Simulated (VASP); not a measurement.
# BaS (Fm-3m) in VASP: electric field gradients with PBE

Aim: the electric field gradients of BaS with PBE.

Everything below comes from runs of VASP 6.6.1. Logs are shortened: lines on timing, memory, paths and dates and some standing lists are left out, and cuts for length are marked.

## Step 1: The cell of the first run

It takes space group Fm-3m (No. 225, cubic). The conventional cell has a = 6.429 Å, b = 6.429 Å, c = 6.429 Å, α = 90.00°, β = 90.00°, γ = 90.00°. Within 4.2 Å of Ba (site symmetry m-3m) lie 6 S at 3.21 Å. Within 4.2 Å of S (site symmetry m-3m) lie 6 Ba at 3.21 Å.

## Step 2: Electric field gradients, PBE

Contents of INCAR:

```
SYSTEM = BaS
PREC = Accurate
ENCUT = 520
EDIFF = 1E-8
ISMEAR = -1
SIGMA = 0.02
LREAL = .FALSE.
LASPH = .TRUE.
NELM = 100
ALGO = Normal
ISIF = 2
LWAVE = .FALSE.
LCHARG = .FALSE.
GGA = PE
LEFG = .TRUE.
NBANDS = 15
```

Contents of KPOINTS:

```
Automatic mesh
0
G
  8 8 8
  0 0 0
```

Contents of POSCAR:

```
BaS
1.0
    0.0000000000      3.2143926808      3.2143926808
    3.2143926808      0.0000000000      3.2143926808
    3.2143926808      3.2143926808      0.0000000000
Ba S
1 1
Direct
    0.0000000000      0.0000000000      0.0000000000
    0.5000000000      0.5000000000      0.5000000000
```

Potentials or basis: VASP PAW PBE potentials, release 64 (Ba_sv, S).

Launch:

```console
$ cat potpaw_PBE.64/Ba_sv/POTCAR potpaw_PBE.64/S/POTCAR > POTCAR
$ mpirun -np 1 vasp_std > vasp.out
```

OUTCAR:

```text
SYSTEM = BaS
   PREC = Accurate
   ENCUT = 520
   EDIFF = 1E-8
   ISMEAR = -1
   LREAL = .FALSE.
   LASPH = .TRUE.
   NELM = 100
   ISIF = 2
   GGA = PE

 ion  position               nearest neighbor table
   1  0.000  0.000  0.000-   2 3.21   2 3.21   2 3.21   2 3.21   2 3.21   2 3.21
   2  0.500  0.500  0.500-   1 3.21   1 3.21   1 3.21   1 3.21   1 3.21   1 3.21

  LATTYP: Found a face centered cubic cell.
 ALAT       =     6.4287853616

  Lattice vectors:

 A1 = (   0.0000000000,   3.2143926808,   3.2143926808)
 A2 = (   3.2143926808,   0.0000000000,   3.2143926808)
 A3 = (   3.2143926808,   3.2143926808,   0.0000000000)

Analysis of symmetry for initial positions (statically):
=====================================================================
 Subroutine PRICEL returns:
 Original cell was already a primitive cell.

 Routine SETGRP: Setting up the symmetry group for a
 face centered cubic supercell.

 Subroutine GETGRP returns: Found 48 space group operations
 (whereof 48 operations were pure point group operations)
 out of a pool of 48 trial point group operations.

The static configuration has the point symmetry O_h .

Analysis of symmetry for dynamics (positions and initial velocities):
=====================================================================
 Subroutine PRICEL returns:
 Original cell was already a primitive cell.

 Routine SETGRP: Setting up the symmetry group for a
 face centered cubic supercell.

 Subroutine GETGRP returns: Found 48 space group operations
 (whereof 48 operations were pure point group operations)
 out of a pool of 48 trial point group operations.

The dynamic configuration has the point symmetry O_h .

 Subroutine INISYM returns: Found 48 space group operations
 (whereof 48 operations are pure point group operations),
 and found     1 'primitive' translations

----------------------------------------------------------------------------------------

                                     Primitive cell

  volume of cell :      66.4243

  direct lattice vectors                    reciprocal lattice vectors
     0.000000000  3.214392681  3.214392681    -0.155550379  0.155550379  0.155550379
     3.214392681  0.000000000  3.214392681     0.155550379 -0.155550379  0.155550379
     3.214392681  3.214392681  0.000000000     0.155550379  0.155550379 -0.155550379

  length of vectors
     4.545837724  4.545837724  4.545837724     0.269421160  0.269421160  0.269421160

  position of ions in fractional coordinates (direct lattice)
     0.000000000  0.000000000  0.000000000
     0.500000000  0.500000000  0.500000000

  ion indices of the primitive-cell ions
   primitive index   ion index
                 1           1
                 2           2

----------------------------------------------------------------------------------------

 KPOINTS: Automatic mesh

Automatic generation of k-mesh.
 Grid dimensions read from file:
 generate k-points for:    8    8    8

 Generating k-lattice:

  Cartesian coordinates                     Fractional coordinates (reciprocal lattice)
    -0.019443797  0.019443797  0.019443797     0.125000000  0.000000000  0.000000000
     0.019443797 -0.019443797  0.019443797     0.000000000  0.125000000  0.000000000
     0.019443797  0.019443797 -0.019443797     0.000000000  0.000000000  0.125000000

  Length of vectors
     0.033677645  0.033677645  0.033677645

  Shift w.r.t. Gamma in fractional coordinates (k-lattice)
     0.000000000  0.000000000  0.000000000

 Subroutine IBZKPT returns following result:
 ===========================================

 Found     29 irreducible k-points:

 Following reciprocal coordinates:
            Coordinates               Weight
  0.000000  0.000000  0.000000      1.000000
  0.125000  0.000000  0.000000      8.000000
  0.250000  0.000000  0.000000      8.000000
  0.375000  0.000000  0.000000      8.000000
  0.500000  0.000000  0.000000      4.000000
  0.125000  0.125000  0.000000      6.000000
[... 16 lines left out ...]
  0.500000  0.250000  0.125000     48.000000
 -0.375000  0.250000  0.125000     24.000000
 [... further k-points ...]
   k-points           NKPTS =     29   k-points in BZ     NKDIM =     29   number of bands    NBANDS=     15
   number of dos      NEDOS =    301   number of ions     NIONS =      2
   total plane-waves  NPLWV =  46656
   dimension x,y,z NGX =    36 NGY =   36 NGZ =   36
   dimension x,y,z NGXF=    72 NGYF=   72 NGZF=   72
   ions per type =               1   1
   NGX,Y,Z   is equivalent  to a cutoff of  13.17, 13.17, 13.17 a.u.
   NGXF,Y,Z  is equivalent  to a cutoff of  26.33, 26.33, 26.33 a.u.
 SYSTEM =  BaS
   PREC   = accura    normal or accurate (medium, high low for compatibility)
   ISTART =      0    job   : 0-new  1-cont  2-samecut
   ICHARG =      2    charge: 1-file 2-atom 10-const
   ISPIN  =      1    spin polarized calculation?
   LNONCOLLINEAR =      F non collinear calculations
   LSORBIT =      F    spin-orbit coupling
   LASPH  =      T    aspherical Exc in radial PAW
   ENCUT  =  520.0 eV  38.22 Ry    6.18 a.u.   8.45  8.45  8.45*2*pi/ulx,y,z
   NELM   =    100;   NELMIN=  2; NELMDL= -5     # of ELM steps
   EDIFF  = 0.1E-07   stopping-criterion for ELM
   LREAL  =      F    real-space projection
   EDIFFG = 0.1E-06   stopping-criterion for IOM
   NSW    =      0    number of steps for IOM
   IBRION =     -1    ionic relax: 0-MD 1-quasi-New 2-CG
   NFREE  =      0    steps in history (QN), initial steepest desc. (CG)
   ISIF   =      2    stress and relaxation
   ISYM   =      2    0-nonsym 1-usesym 2-fastsym
   POTIM  = 0.5000    time-step for ionic-motion
   TEBEG  =    0.0;   TEEND  =   0.0 temperature during run
   PSTRESS=    0.0 pullay stress
   NELECT =      16.0000    total number of electrons
   NUPDOWN=      -1.0000    fix difference up-down
   EMIN   =  10.00;   EMAX   =-10.00  energy-range for DOS
   EFERMI =   0.00;   METHOD = LEGACY
   ISMEAR =    -1;   SIGMA  =   0.02  broadening in eV -4-tet -1-fermi 0-gaus
   EFERMI_NEDOS =   21; number of points for ismear=-14 and -15
   IALGO  =     38    algorithm
   IMIX   =      4    mixing-type and parameters
     AMIX     =   0.40;   BMIX     =  1.00
     AMIX_MAG =   1.60;   BMIX_MAG =  1.00
  volume/ion in A,a.u.               =      33.21       224.13
  Fermi-wavevector in a.u.,A,eV,Ry     =   1.018605  1.924885 14.116814  1.037557
  Thomas-Fermi vector in A             =   2.152072
   LORBIT       =      0    0 simple, 1 ext, 2 COOP (PROOUT), +10 PAW based schemes
   GGA     = PE    functional components
   LHFCALC =     F    Hartree Fock is set to
   AEXX    =    0.0000 exact exchange contribution
   IVDW    =     0    specifies the selected vdW correction
   LEPSILON=     F    determine dielectric tensor
   LRPA    =     F    only Hartree local field effects (RPA)
 non-spin polarized calculation
  energy-cutoff  :      520.00
  volume of cell :       66.42
 maximum number of plane-waves:      1812
 NGX is ok and might be reduce to    36
   NGX = 17   NGY = 17   NGZ = 17

 number of electron      16.0000002 magnetization

 Free energy of the ion-electron system (eV)
  ---------------------------------------------------
  ext. energy  EPLUGINS =         0.00000000
  ---------------------------------------------------
  free energy    TOTEN  =       -10.19269683 eV

  energy without entropy =      -10.19269683  energy(sigma->0) =      -10.19269683

 E-fermi :   1.7968     XC(G=0):  -8.5458

 val. band max:        1.3545150839   @ k =   0.0000   0.0000   0.0000
 cond. band min:       3.4934720534   @ k =   0.5000   0.5000   0.0000
 fundamental gap:      2.1389569695
 Fermi energy:         1.7968298725

 k-point     1 :       0.0000    0.0000    0.0000
  band No.  band energies     occupation
      1     -24.7816      2.00000
      2      -9.8393      2.00000
      3      -9.8393      2.00000
      4      -9.8393      2.00000
      5      -8.9764      2.00000
      6       1.3545      2.00000
      7       1.3545      2.00000
      8       1.3545      2.00000
      9       4.8604      0.00000
     10       5.2200      0.00000
     11       5.2200      0.00000
     12       5.2200      0.00000
     13       6.1256      0.00000
     14       6.1256      0.00000
[... 401 lines left out ...]
      2     -10.6940      2.00000
      3     -10.0197      2.00000
      4      -9.9367      2.00000
      5      -8.1047      2.00000
      6      -0.0987      2.00000
      7       0.5124      2.00000
      8       0.5820      2.00000
      9       6.0147      0.00000
     10       6.1873      0.00000
     11       7.9295      0.00000
     12       8.1346      0.00000
     13       9.0900      0.00000
     14      10.0098      0.00000
     15      10.6318      0.00000

 [... further k-points ...]

------------------------ aborting loop because EDIFF is reached ----------------------------------------

  FORCE on cell =-STRESS in cart. coord.  units (eV):
  Direction    XX          YY          ZZ          XY          YZ          ZX
  --------------------------------------------------------------------------------------
  -------------------------------------------------------------------------------------
  Total        0.2255982      0.2255982      0.2255982      0.0000000     -0.0000000     -0.0000000
  in kB        5.4415107      5.4415107      5.4415107      0.0000000     -0.0000000     -0.0000000
  external PRESSURE =       5.4415107 kB  Pullay stress =       0.0000000 kB

 VOLUME and BASIS-vectors are now :
 -----------------------------------------------------------------------------
  energy-cutoff  :      520.00
  volume of cell :       66.42
      direct lattice vectors                 reciprocal lattice vectors
     0.000000000  3.214392681  3.214392681    -0.155550379  0.155550379  0.155550379
     3.214392681  0.000000000  3.214392681     0.155550379 -0.155550379  0.155550379
     3.214392681  3.214392681  0.000000000     0.155550379  0.155550379 -0.155550379

 POSITION                                       TOTAL-FORCE (eV/Angst)
 -----------------------------------------------------------------------------------
      0.00000      0.00000      0.00000         0.000000      0.000000      0.000000
      3.21439      3.21439      3.21439         0.000000      0.000000     -0.000000
 -----------------------------------------------------------------------------------
    total drift:                                0.000000      0.000000      0.000000

  FREE ENERGIE OF THE ION-ELECTRON SYSTEM (eV)
  ---------------------------------------------------
  free  energy   TOTEN  =       -10.1926968257 eV

  energy  without entropy=      -10.1926968257  energy(sigma->0) =      -10.19269683

 Electric field gradients (V/A^2)
---------------------------------------------------------------------
 ion       V_xx      V_yy      V_zz      V_xy      V_xz      V_yz
---------------------------------------------------------------------
   1       0.000    -0.000    -0.000     0.000     0.000     0.000
   2      -0.000     0.000     0.000     0.000     0.000     0.000
---------------------------------------------------------------------

 Electric field gradients after diagonalization (V/A^2)
 (convention: |V_zz| > |V_xx| > |V_yy|)
----------------------------------------------------------------------
 ion       V_xx      V_yy      V_zz     asymmetry (V_yy - V_xx)/ V_zz
----------------------------------------------------------------------
   1      -0.000    -0.000     0.000       0.000
   2      -0.000    -0.000     0.001       0.000
----------------------------------------------------------------------

           NMR quadrupolar parameters

 Cq : quadrupolar parameter    Cq=e*Q*V_zz/h
 eta: asymmetry parameters     (V_yy - V_xx)/ V_zz
 Q  : nuclear electric quadrupole moment in mb (millibarn)
----------------------------------------------------------------------
 ion       Cq(MHz)       eta       Q (mb)
----------------------------------------------------------------------
   1       0.000       0.000       1.000
   2       0.000       0.000       1.000
----------------------------------------------------------------------
```

Run time: 64 s. Hardware: 1 thread of Intel Xeon 8259CL, shared host; peak memory 0.21 GiB.

What came out:

* Free energy: -10.1927 eV
* Pressure: 0.5 GPa
* Band gap on the k mesh: 2.14 eV (least direct gap 2.29 eV)
* Largest electric field gradient by atom: zero within the noise of the run

Caveat: spin-orbit coupling is left out, which moves the levels of the heavy elements. A k mesh can miss the band edges.
